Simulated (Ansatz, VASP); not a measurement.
**Two plane-wave programs on Ti**

```
Ti
1.0
     2.86706    0.00000    0.00000
    -1.43353    2.48295    0.00000
     0.00000    0.00000    4.51980
Ti
2
Cartesian
  0.0000 1.6553 1.1299
  1.4335 0.8276 3.3898
```

Alike in both runs: functional LDA; k mesh 9 × 9 × 4; occupations gaussian, width 0.1 eV; no spin polarisation.

Ansatz relaxed the structure, and its values are those at the end. VASP's run is a single point on that final structure, the one shown.

|  | VASP | Ansatz |
| --- | --- | --- |
| version | VASP 6.6.1 | Ansatz 0.2.0 |
| potentials or method | VASP PAW LDA potentials, release 64 (Ti_sv), cutoff 520 eV | scalar-relativistic, plane waves, PAW |
| valence electrons in the cell | 24 | 24 |

```tsv
	VASP	Ansatz	Ansatz less VASP
gap on the k mesh at the Fermi level (eV)	none	none	-
pressure (GPa)	-0.1	0.1	+0.16
```

Ansatz warns that its potentials were made for another functional, while VASP's fit it. LDA's correlation is that of Perdew and Zunger in VASP and of Perdew and Wang (1992) in Ansatz. A gap of «none» marks a metal or a gap that the smearing closes.
